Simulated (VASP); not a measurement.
Input of a VASP 6.6.1 run:

File INCAR:

```
  PREC = Accurate
  ENCUT = 500
  EDIFF = 1E-7
  ISMEAR = 0
  SIGMA = 0.02
  LREAL = False
  LASPH = True
  NELM = 200
  ALGO = Normal
  ISIF = 4
  LWAVE = False
  LCHARG = False
  GGA = PE
  IBRION = 2
  NSW = 50
  EDIFFG = -0.01
  GGA_COMPAT = False
  NELMIN = 4
  LMAXMIX = 6
```

Contents of KPOINTS:

```
Automatic mesh
0
Gamma
  4 4 4
```

POSCAR

```
RbHoBr4
1.0
    5.3135791291      0.0000000000      0.0000000000
    0.0000000000      5.3135791291      0.0000000000
    0.0000000000      0.0000000000      8.6456025597
Rb Ho Br
1 1 4
Direct
    0.0000000000      0.0000000000      0.0000000000
    0.5000000000      0.5000000000      0.5000000000
    0.5000000000      0.5000000000      0.8118546403
    0.5000000000      0.5000000000      0.1881453597
    0.5000000000      0.0000000000      0.5000000000
    0.0000000000      0.5000000000      0.5000000000
```

Potentials or basis: VASP PAW PBE potentials, release 64 (Rb_sv, Ho_3, Br), 4f in core.

Command:

```console
$ cat potpaw_PBE.64/Rb_sv/POTCAR potpaw_PBE.64/Ho_3/POTCAR potpaw_PBE.64/Br/POTCAR > POTCAR
$ mpirun -np 1 vasp_std > vasp.out
```

Problem. Predict the band gap on the k mesh.

Solution. 2.76 eV.

Final structure:
```xyz
6
Lattice="5.3171 0.0000 0.0000 0.0000 5.3171 0.0000 0.0000 0.0000 8.6340" Properties=species:S:1:pos:R:3 pbc="T T T"
Rb    0.0000    0.0000    8.6340
Ho    2.6586    2.6586    4.3170
Br    2.6586    2.6586    7.0297
Br    2.6586    2.6586    1.6043
Br    2.6586    0.0000    4.3170
Br    0.0000    2.6586    4.3170
```

Caveat: spin-orbit coupling is left out, which moves the levels of the heavy elements; the 4f electrons are frozen in the core, so they carry no moment and show no levels. A k mesh can miss the band edges.
